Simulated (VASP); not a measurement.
Crystal: SiC.

```
Si C
1.0
     2.52601    0.00000    0.00000
     0.00000    2.52601    0.00000
     0.00000    0.00000    3.31088
Si C
1 1
Direct
  0.50000 0.50000 0.50000
  0.00000 0.00000 0.00000
```

- Program: VASP 6.6.1
- Task: relaxation of cell and atoms
- Functional: PBE
- Potentials or basis: VASP PAW PBE potentials, release 64 (Si, C)
- Cutoff: 600 eV
- k mesh: 6 × 6 × 6
- Occupations: gaussian, width 0.1 eV
- Spin: no spin polarisation

At the start: pressure -6.7 GPa; volume 10.56 Å³/atom.

Q: How do energy, volume and symmetry change on relaxing?

A: Over 7 steps the energy falls by 335.6 meV/atom and the volume is 9.17 Å³/atom (-13.1 %); space group Pm-3m (No. 221, to 0.05 Å).

Step by step:
| step | energy change (eV) | largest force (eV/Å) | pressure (GPa) | volume (Å³) |
| --- | --- | --- | --- | --- |
| 1 | 0.0000 | 0.0000 | -6.73 | 21.13 |
| 2 | -0.4791 | 0.0000 | -7.21 | 19.68 |
| 3 | -0.6701 | 0.0000 | 1.70 | 18.18 |
| 4 | -0.6695 | 0.0000 | 0.35 | 18.31 |
| 5 | -0.6703 | 0.0000 | -1.48 | 18.50 |
| 6 | -0.6704 | 0.0000 | -0.99 | 18.45 |
| 7 | -0.6712 | 0.0000 | -0.01 | 18.35 |

Final structure:
```
Si C
1.0
     2.63776    0.00000    0.00000
     0.00000    2.63776    0.00000
     0.00000    0.00000    2.63708
Si C
1 1
Cartesian
  1.3189 1.3189 1.3185
  0.0000 0.0000 2.6371
```

Caveat: the k points lie up to 0.40 Å⁻¹ apart in the final cell.
